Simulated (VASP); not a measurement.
Wanted: the native input for a VASP 6.6.1 run.

| Property | Result |
| --- | --- |
| Task | single point |
| Functional | r2SCAN |
| Potentials or basis | VASP PAW PBE potentials, release 64 (Ge_d) |
| Cutoff | 520 eV |
| k mesh | 12 × 12 × 4 |
| Occupations | fermi-dirac, width 0.02 eV |
| Spin | no spin polarisation |
| Dipole correction | no |
| Further INCAR settings | ALGO = Normal; EDIFF = 1e-06; NBANDS = 36 |

The system is Ge.

```xyz
4
Lattice="4.1175 0.0000 0.0000 -2.0588 3.5659 0.0000 0.0000 0.0000 6.7906" Properties=species:S:1:pos:R:3 pbc="T T T"
Ge    0.0000    2.3773    0.0017
Ge    2.0588    1.1886    3.3970
Ge    0.0000    2.3773    2.5448
Ge    2.0588    1.1886    5.9401
```

This cell differs from its parent crystal: strain +3.0%.

One way to write it, as run:

POSCAR

```
Ge
1.0
    4.1175436753      0.0000000000      0.0000000000
   -2.0587718377      3.5658974240      0.0000000000
    0.0000000000      0.0000000000      6.7906041128
Ge
4
Direct
    0.3333333333      0.6666666667      0.0002529868
    0.6666666667      0.3333333333      0.5002529868
    0.3333333333      0.6666666667      0.3747470132
    0.6666666667      0.3333333333      0.8747470132
```

INCAR.step1

```
SYSTEM = Ge
PREC = Accurate ; ENCUT = 520
ISMEAR = -1 ; SIGMA = 0.02
LREAL = .FALSE. ; LASPH = .TRUE.
NELM = 80 ; NBANDS = 36
GGA = PE ; ALGO = Normal
EDIFF = 1E-4 ; LWAVE = .TRUE.
LCHARG = .FALSE.
```

INCAR.step2

```
SYSTEM = Ge
PREC = Accurate ; ENCUT = 520
EDIFF = 1E-6 ; ISMEAR = -1
SIGMA = 0.02 ; LREAL = .FALSE.
LASPH = .TRUE. ; NELM = 80
ALGO = Normal ; ISIF = 2
LWAVE = .FALSE. ; LCHARG = .FALSE.
METAGGA = R2SCAN ; LMIXTAU = .TRUE.
NBANDS = 36 ; ISTART = 1
```

KPOINTS

```
regular mesh
0
G
  12 12 4
  0 0 0
```

Potentials or basis: VASP PAW PBE potentials, release 64 (Ge_d).

Run with:

```bash
$ cat potpaw_PBE.64/Ge_d/POTCAR > POTCAR
$ cp INCAR.step1 INCAR
$ mpirun -np 1 vasp_std > vasp.out
$ cp INCAR.step2 INCAR
$ mpirun -np 1 vasp_std > vasp.out
```

It gave:

- Pressure: -5.0 GPa
- Band gap on the k mesh: 0.15 eV (least direct gap 0.16 eV)

Caveat: the cell differs from its parent crystal (strain +3.0%); the cell stands under tension; semilocal functionals underestimate gaps, and a narrow one can read as zero; the PAW data sets were made with another functional, which shifts forces and pressure a little.

It took 5 min on 1 thread of Intel(R) Xeon(R) 6975P-C (Granite Rapids), on a shared host, peak memory 0.32 GiB.
